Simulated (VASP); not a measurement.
# NaH (I4/mmm) in VASP: a series of runs

The runs below take NaH through single point, with LDA.

Everything below comes from runs of VASP 6.6.1. Logs are shortened: lines on timing, memory, paths and dates and some standing lists are left out, and cuts for length are marked.

## (1) The cell of the first run

Symmetry: I4/mmm, No. 139, tetragonal system. The conventional cell has a = 3.502 Å, b = 3.502 Å, c = 4.880 Å, α = 90.00°, β = 90.00°, γ = 90.00°. Na (site symmetry 4/mmm) has 6 H at 2.44 to 2.48 Å within 3.2 Å. H (site symmetry 4/mmm) has 6 Na at 2.44 to 2.48 Å within 3.2 Å.

## (2) Single point, LDA (strain +0.015 along x and y, +0.000 along z)

File INCAR:

```
PREC     = Accurate       # precision mode
ENCUT    = 520            # plane-wave cutoff, eV
EDIFF    = 1E-6           # SCF threshold, eV
ISMEAR   = 0              # smearing method
SIGMA    = 0.05           # smearing width, eV
LREAL    = F              # projectors in reciprocal space
LASPH    = T              # aspherical terms in the spheres
NELM     = 60             # most SCF steps
ALGO     = Normal         # electronic algorithm
ISIF     = 2              # what is computed and relaxed
LWAVE    = F              # write WAVECAR
LCHARG   = T              # write CHGCAR
GGA      = CA             # functional
LELF     = T              # ELF
LVHAR    = T            
NBANDS   = 11             # bands
```

File KPOINTS:

```
regular mesh
0
Gamma
  8 8 8
```

File POSCAR:

```
NaH
1.0
    0.0000000000      2.4766000000      2.4400000000
    2.4766000000      0.0000000000      2.4400000000
    2.4766000000      2.4766000000      0.0000000000
Na H
1 1
Direct
    0.0000000000      0.0000000000      0.0000000000
    0.5000000000      0.5000000000      0.5000000000
```

Potentials or basis: VASP PAW LDA potentials, release 64 (Na_pv, H).

Command:

```
cat potpaw_LDA.64/Na_pv/POTCAR potpaw_LDA.64/H/POTCAR > POTCAR
mpirun -np 1 vasp_std > vasp.out
```

OUTCAR:

```text
PREC = Accurate
   ENCUT = 520
   EDIFF = 1E-6
   ISMEAR = 0
   LREAL = F
   LASPH = T
   NELM = 60
   ISIF = 2
   GGA = CA

 ion  position               nearest neighbor table
   1  0.000  0.000  0.000-
   2  0.500  0.500  0.500-

  LATTYP: Found a body centered tetragonal cell.
 ALAT       =     3.5024413086
 C/A-ratio  =     1.3933138546

  Lattice vectors:

 A1 = (   0.0000000000,  -2.4766000000,  -2.4400000000)
 A2 = (   0.0000000000,   2.4766000000,  -2.4400000000)
 A3 = (   2.4766000000,   0.0000000000,   2.4400000000)

Analysis of symmetry for initial positions (statically):
=====================================================================
 Subroutine PRICEL returns:
 Original cell was already a primitive cell.

 Routine SETGRP: Setting up the symmetry group for a
 body centered tetragonal supercell.

 Subroutine GETGRP returns: Found 16 space group operations
 (whereof 16 operations were pure point group operations)
 out of a pool of 16 trial point group operations.

The static configuration has the point symmetry D_4h.

Analysis of symmetry for dynamics (positions and initial velocities):
=====================================================================
 Subroutine PRICEL returns:
 Original cell was already a primitive cell.

 Routine SETGRP: Setting up the symmetry group for a
 body centered tetragonal supercell.

 Subroutine GETGRP returns: Found 16 space group operations
 (whereof 16 operations were pure point group operations)
 out of a pool of 16 trial point group operations.

The dynamic configuration has the point symmetry D_4h.

 Subroutine INISYM returns: Found 16 space group operations
 (whereof 16 operations are pure point group operations),
 and found     1 'primitive' translations

----------------------------------------------------------------------------------------

                                     Primitive cell

  volume of cell :      29.9317

  direct lattice vectors                    reciprocal lattice vectors
     0.000000000  2.476600000  2.440000000    -0.201889687  0.201889687  0.204918033
     2.476600000  0.000000000  2.440000000     0.201889687 -0.201889687  0.204918033
     2.476600000  2.476600000  0.000000000     0.201889687  0.201889687 -0.204918033

  length of vectors
     3.476657527  3.476657527  3.502441309     0.351440311  0.351440311  0.351440311

  position of ions in fractional coordinates (direct lattice)
     0.000000000  0.000000000  0.000000000
     0.500000000  0.500000000  0.500000000

  ion indices of the primitive-cell ions
   primitive index   ion index
                 1           1
                 2           2

----------------------------------------------------------------------------------------

 KPOINTS: regular mesh

Automatic generation of k-mesh.
 Grid dimensions read from file:
 generate k-points for:    8    8    8

 Generating k-lattice:

  Cartesian coordinates                     Fractional coordinates (reciprocal lattice)
    -0.025236211  0.025236211  0.025614754     0.125000000 -0.000000000  0.000000000
     0.025236211 -0.025236211  0.025614754    -0.000000000  0.125000000  0.000000000
     0.025236211  0.025236211 -0.025614754     0.000000000  0.000000000  0.125000000

  Length of vectors
     0.043930039  0.043930039  0.043930039

  Shift w.r.t. Gamma in fractional coordinates (k-lattice)
     0.000000000  0.000000000  0.000000000

 Subroutine IBZKPT returns following result:
 ===========================================

 Found     59 irreducible k-points:

 Following reciprocal coordinates:
            Coordinates               Weight
  0.000000  0.000000  0.000000      1.000000
  0.125000 -0.000000  0.000000      8.000000
  0.250000 -0.000000  0.000000      8.000000
  0.375000 -0.000000  0.000000      8.000000
  0.500000 -0.000000  0.000000      4.000000
  0.125000  0.125000  0.000000      2.000000
[... 16 lines left out ...]
  0.250000  0.000000  0.125000     16.000000
  0.375000  0.000000  0.125000     16.000000
 [... further k-points ...]
   k-points           NKPTS =     59   k-points in BZ     NKDIM =     59   number of bands    NBANDS=     11
   number of dos      NEDOS =    301   number of ions     NIONS =      2
   total plane-waves  NPLWV =  21952
   dimension x,y,z NGX =    28 NGY =   28 NGZ =   28
   dimension x,y,z NGXF=    56 NGYF=   56 NGZF=   56
   ions per type =               1   1
   NGX,Y,Z   is equivalent  to a cutoff of  13.39, 13.39, 13.29 a.u.
   NGXF,Y,Z  is equivalent  to a cutoff of  26.78, 26.78, 26.58 a.u.
 SYSTEM =  unknown system
   PREC   = accura    normal or accurate (medium, high low for compatibility)
   ISTART =      0    job   : 0-new  1-cont  2-samecut
   ICHARG =      2    charge: 1-file 2-atom 10-const
   ISPIN  =      1    spin polarized calculation?
   LNONCOLLINEAR =      F non collinear calculations
   LSORBIT =      F    spin-orbit coupling
   LASPH  =      T    aspherical Exc in radial PAW
   ENCUT  =  520.0 eV  38.22 Ry    6.18 a.u.   6.46  6.46  6.51*2*pi/ulx,y,z
   NELM   =     60;   NELMIN=  2; NELMDL= -5     # of ELM steps
   EDIFF  = 0.1E-05   stopping-criterion for ELM
   LREAL  =      F    real-space projection
   EDIFFG = 0.1E-04   stopping-criterion for IOM
   NSW    =      0    number of steps for IOM
   IBRION =     -1    ionic relax: 0-MD 1-quasi-New 2-CG
   NFREE  =      0    steps in history (QN), initial steepest desc. (CG)
   ISIF   =      2    stress and relaxation
   ISYM   =      2    0-nonsym 1-usesym 2-fastsym
   POTIM  = 0.5000    time-step for ionic-motion
   TEBEG  =    0.0;   TEEND  =   0.0 temperature during run
   PSTRESS=    0.0 pullay stress
   NELECT =       8.0000    total number of electrons
   NUPDOWN=      -1.0000    fix difference up-down
   EMIN   =  10.00;   EMAX   =-10.00  energy-range for DOS
   EFERMI =   0.00;   METHOD = LEGACY
   ISMEAR =     0;   SIGMA  =   0.05  broadening in eV -4-tet -1-fermi 0-gaus
   EFERMI_NEDOS =   21; number of points for ismear=-14 and -15
   IALGO  =     38    algorithm
   IMIX   =      4    mixing-type and parameters
     AMIX     =   0.40;   BMIX     =  1.00
     AMIX_MAG =   1.60;   BMIX_MAG =  1.00
  volume/ion in A,a.u.               =      14.97       100.99
  Fermi-wavevector in a.u.,A,eV,Ry     =   1.054535  1.992782 15.130276  1.112044
  Thomas-Fermi vector in A             =   2.189699
   LORBIT       =      0    0 simple, 1 ext, 2 COOP (PROOUT), +10 PAW based schemes
   GGA     = CA    functional components
   LHFCALC =     F    Hartree Fock is set to
   AEXX    =    0.0000 exact exchange contribution
   IVDW    =     0    specifies the selected vdW correction
   LEPSILON=     F    determine dielectric tensor
   LRPA    =     F    only Hartree local field effects (RPA)
 non-spin polarized calculation
 Gauss-broadening in eV      SIGMA  =   0.05
  energy-cutoff  :      520.00
  volume of cell :       29.93
 maximum number of plane-waves:       845
 NGX is ok and might be reduce to    28
   NGX = 13   NGY = 13   NGZ = 13

 number of electron       8.0000003 magnetization

 Free energy of the ion-electron system (eV)
  ---------------------------------------------------
  ext. energy  EPLUGINS =         0.00000000
  ---------------------------------------------------
  free energy    TOTEN  =        -5.36379064 eV

  energy without entropy =       -5.36379064  energy(sigma->0) =       -5.36379064

 E-fermi :  -1.0820     XC(G=0):  -8.0266

 val. band max:       -1.3905589804   @ k =  -0.2500   0.5000   0.2500
 cond. band min:       1.9235656009   @ k =   0.5000  -0.0000   0.0000
 fundamental gap:      3.3141245812
 Fermi energy:        -1.0819758005

 k-point     1 :       0.0000    0.0000    0.0000
  band No.  band energies     occupation
      1     -23.6748      2.00000
      2     -23.6748      2.00000
      3     -23.6703      2.00000
      4      -5.0178      2.00000
      5       8.4748      0.00000
      6      13.3474      0.00000
      7      13.3474      0.00000
      8      13.4243      0.00000
      9      14.2028      0.00000
     10      14.2074      0.00000
     11      14.2074      0.00000

 k-point     2 :       0.1250   -0.0000    0.0000
  band No.  band energies     occupation
      1     -23.6854      2.00000
      2     -23.6763      2.00000
      3     -23.6728      2.00000
      4      -4.7567      2.00000
      5       7.6175      0.00000
      6      10.8746      0.00000
      7      12.5513      0.00000
      8      12.6389      0.00000
      9      15.1924      0.00000
     10      15.2104      0.00000
     11      15.3244      0.00000

 k-point     3 :       0.2500   -0.0000    0.0000
  band No.  band energies     occupation
      1     -23.7134      2.00000
      2     -23.6801      2.00000
      3     -23.6762      2.00000
      4      -4.0116      2.00000
      5       5.3488      0.00000
      6       9.4894      0.00000
      7      11.7923      0.00000
      8      11.9357      0.00000
      9      14.9353      0.00000
     10      15.2094      0.00000
     11      16.3869      0.00000

 k-point     4 :       0.3750   -0.0000    0.0000
  band No.  band energies     occupation
      1     -23.7414      2.00000
      2     -23.6838      2.00000
      3     -23.6795      2.00000
      4      -2.9537      2.00000
      5       3.0403      0.00000
      6       8.9413      0.00000
      7      11.3550      0.00000
      8      11.5452      0.00000
      9      14.0944      0.00000
     10      14.3670      0.00000
     11      16.5346      0.00000
[... 239 lines left out ...]
 k-point    22 :       0.1250    0.0000    0.1250
  band No.  band energies     occupation
      1     -23.6861      2.00000
      2     -23.6785      2.00000
      3     -23.6744      2.00000
      4      -4.6751      2.00000
      5       7.5211      0.00000
      6      11.4453      0.00000
      7      11.4665      0.00000
      8      11.4869      0.00000
      9      14.7273      0.00000
     10      15.9184      0.00000
     11      16.8287      0.00000

 k-point    23 :       0.2500    0.0000    0.1250
  band No.  band energies     occupation
      1     -23.7061      2.00000
      2     -23.6822      2.00000
      3     -23.6786      2.00000
      4      -4.0989      2.00000
      5       6.0481      0.00000
      6       9.0712      0.00000
      7      10.7233      0.00000
      8      12.5721      0.00000
      9      13.6862      0.00000
     10      15.6963      0.00000
     11      17.4799      0.00000

 k-point    24 :       0.3750    0.0000    0.1250
  band No.  band energies     occupation
      1     -23.7319      2.00000
      2     -23.6868      2.00000
      3     -23.6828      2.00000
      4      -3.1398      2.00000
      5       3.8853      0.00000
      6       7.9178      0.00000
      7      10.4187      0.00000
      8      12.1095      0.00000
      9      13.8153      0.00000
     10      16.2449      0.00000
     11      16.7290      0.00000

 [... further k-points ...]
[... 5 lines left out ...]
  --------------------------------------------------------------------------------------
  -------------------------------------------------------------------------------------
  Total       -0.6047351     -0.6047351     -0.5475506      0.0000000     -0.0000000      0.0000000
  in kB      -32.3701138    -32.3701138    -29.3091526      0.0000000     -0.0000000      0.0000000
  external PRESSURE =     -31.3497934 kB  Pullay stress =       0.0000000 kB

 VOLUME and BASIS-vectors are now :
 -----------------------------------------------------------------------------
  energy-cutoff  :      520.00
  volume of cell :       29.93
      direct lattice vectors                 reciprocal lattice vectors
     0.000000000  2.476600000  2.440000000    -0.201889687  0.201889687  0.204918033
     2.476600000  0.000000000  2.440000000     0.201889687 -0.201889687  0.204918033
     2.476600000  2.476600000  0.000000000     0.201889687  0.201889687 -0.204918033

 POSITION                                       TOTAL-FORCE (eV/Angst)
 -----------------------------------------------------------------------------------
      0.00000      0.00000      0.00000        -0.000000      0.000000      0.000000
      2.47660      2.47660      2.44000         0.000000     -0.000000     -0.000000
 -----------------------------------------------------------------------------------
    total drift:                               -0.000000      0.000000      0.000000

  FREE ENERGIE OF THE ION-ELECTRON SYSTEM (eV)
  ---------------------------------------------------
  free  energy   TOTEN  =        -5.3637906357 eV

  energy  without entropy=       -5.3637906357  energy(sigma->0) =       -5.36379064
```

It took 36 s on 1 thread of AMD EPYC 7R43 (Zen 3), shared host; peak memory 0.1 GiB.

What came out:

```
Free energy            : -5.3638 eV
Pressure               : -3.1 GPa
Band gap on the k mesh : 3.31 eV, indirect (least direct gap 4.20 eV)
```

Caveat: the cell differs from its parent crystal (strain +0.015 along x and y, +0.000 along z).

(Part 1 of 2 ends here.)
